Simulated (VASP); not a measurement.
Write the native input for VASP 6.6.1 that does the following.

```yaml
Task: relaxation of cell and atoms
Functional: r2SCAN
Potentials_or_basis: VASP PAW PBE potentials, release 64 (Sn_d, O)
Cutoff: 600 eV
k_mesh: 12 × 12 × 6
Occupations: gaussian, width 0.02 eV
Spin: no spin polarisation
Dipole_correction: no
Further_INCAR_settings: ALGO = Normal; EDIFF = 1e-06; IBRION = 2; EDIFFG = -0.01; NSW = 80; ISIF = 3
```

The system is SnO2.

```
Sn O
1.0
     3.19271    0.00000    0.00000
    -1.59636    2.76497    0.00000
     0.00000    0.00000    4.78164
Sn O
1 2
Direct
  0.00000 0.00000 0.00000
  0.33333 0.66667 0.20712
  0.66667 0.33333 0.79288
```

These files were run (other wordings do the same):

POSCAR

```
SnO2
1.0
    3.1927113598      0.0000000000      0.0000000000
   -1.5963556799      2.7649691446      0.0000000000
    0.0000000000      0.0000000000      4.7816403485
Sn O
1 2
Direct
    0.0000000000      0.0000000000      0.0000000000
    0.3333333333      0.6666666667      0.2071200725
    0.6666666667      0.3333333333      0.7928799275
```

INCAR.step1

```
SYSTEM = SnO2
PREC = Accurate
ENCUT = 600
ISMEAR = 0
SIGMA = 0.02
LREAL = .FALSE.
LASPH = .TRUE.
NELM = 60
GGA = PE
ALGO = Normal
EDIFF = 1E-4
LWAVE = .TRUE.
LCHARG = .FALSE.
```

INCAR.step2

```
SYSTEM = SnO2
PREC = Accurate
ENCUT = 600
EDIFF = 1E-6
ISMEAR = 0
SIGMA = 0.02
LREAL = .FALSE.
LASPH = .TRUE.
NELM = 60
ALGO = Normal
ISIF = 3
LWAVE = .FALSE.
LCHARG = .FALSE.
METAGGA = R2SCAN
LMIXTAU = .TRUE.
IBRION = 2
NSW = 80
EDIFFG = -0.01
ISTART = 1
```

KPOINTS

```
Automatic mesh
0
G
  12 12 6
  0 0 0
```

Potentials or basis: VASP PAW PBE potentials, release 64 (Sn_d, O).

The run is started by

```bash
$ cat potpaw_PBE.64/Sn_d/POTCAR potpaw_PBE.64/O/POTCAR > POTCAR
$ cp INCAR.step1 INCAR
$ mpirun -np 1 vasp_std > vasp.out
$ cp INCAR.step2 INCAR
$ mpirun -np 1 vasp_std > vasp.out
```

Results of the run:

```json
{
  "Relaxed volume": "13.78 Å³/atom",
  "Relaxed cell": "a = 3.200 Å, b = 3.200 Å, c = 4.660 Å, α = 90.00°, β = 90.00°, γ = 120.00°",
  "Space group after relaxing (to 0.1 Å)": "P-3m1 (No. 164)",
  "Energy gained by relaxing": "0.7 meV/atom",
  "Ionic steps": "16",
  "Pressure after relaxing": "0.0 GPa",
  "Largest force after relaxing": "0.010 eV/Å",
  "Band gap on the k mesh": "2.63 eV (least direct gap 2.74 eV)"
}
```

Caveat: the PAW data sets were made with another functional, which shifts forces and pressure a little; spin-orbit coupling is left out, which moves the levels of the heavy elements.

It took 32 min on 1 thread of AMD EPYC 9R45 96-Core Processor (Zen 5), with other jobs on the host, peak memory 0.22 GiB.
